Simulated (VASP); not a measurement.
Here is a VASP 6.6.1 calculation.

Contents of INCAR:

```
SYSTEM = CdF2
ALGO     = Fast           ! electronic algorithm
EDIFF    = 1E-6           ! SCF threshold, eV
ENCUT    = 520            ! plane-wave cutoff, eV
GGA      = PE             ! functional
GGA_COMPAT= .FALSE.      
ISIF     = 2              ! what is computed and relaxed
ISMEAR   = 0              ! smearing method
LASPH    = .TRUE.         ! aspherical terms in the spheres
LCHARG   = .FALSE.        ! write CHGCAR
LNONCOLLINEAR= .TRUE.         ! non-collinear magnetism
LORBIT   = 11             ! projections on sites
LORBMOM  = .TRUE.       
LREAL    = .FALSE.        ! projectors in reciprocal space
LSORBIT  = .TRUE.         ! spin-orbit coupling
LWAVE    = .FALSE.        ! write WAVECAR
MAGMOM   = 0 0 0 0 0 0 0 0 0 ! initial moments
NBANDS   = 39             ! bands
NELM     = 150            ! most SCF steps
PREC     = Accurate       ! precision mode
SIGMA    = 0.01           ! smearing width, eV
```

KPOINTS

```
k-points
0
G
  8 8 8
  0 0 0
```

The input POSCAR:

```
CdF2
1.0
    0.0000000000      2.6941776812      2.6941776812
    2.6941776812      0.0000000000      2.6941776812
    2.6941776812      2.6941776812      0.0000000000
Cd F
1 2
Direct
    0.0000000000      0.0000000000      0.0000000000
    0.2500000000      0.2500000000      0.2500000000
    0.7500000000      0.7500000000      0.7500000000
```

Potentials or basis: VASP PAW PBE potentials, release 64 (Cd, F).

Command:

```bash
$ cat potpaw_PBE.64/Cd/POTCAR potpaw_PBE.64/F/POTCAR > POTCAR
$ mpirun -np 1 vasp_ncl > vasp.out
```

(1) Predict the pressure.

(2) Predict the net moment.

Answers

(1) 6.1 GPa.

(2) 0.00 μB per cell.

Caveat: the cell stands under pressure.
